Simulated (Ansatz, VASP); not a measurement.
# Ti in VASP and in Ansatz

```
CELL_PARAMETERS angstrom
2.98882 0.00000 0.00000
-1.49441 2.58839 0.00000
0.00000 0.00000 4.74766
ATOMIC_POSITIONS crystal
Ti 0.33333 0.66667 0.25000
Ti 0.66667 0.33333 0.75000
```

Change from the starting cell: volume scaled by 1.04.

Alike in both runs: task single point; functional PBE; k mesh 13 × 13 × 7; occupations fermi-dirac, width 0.08 eV; no spin polarisation.

|  | VASP | Ansatz |
| --- | --- | --- |
| version | VASP 6.6.1 | Ansatz 0.2.0 |
| potentials or method | VASP PAW PBE potentials, release 64 (Ti_sv), cutoff 520 eV | all-electron LAPW, scalar-relativistic |

VASP gave:

| Property | Result |
| --- | --- |
| pressure (GPa) | -5.6 |
| traceless stress, the component that is largest in VASP (GPa) | -0.30 |

Task: Estimate Ansatz's values.

Result: Pressure (GPa): -5.4; traceless stress, the component that is largest in VASP (GPa): -0.29.

Ansatz ran all-electron here, and VASP with PAW potentials.
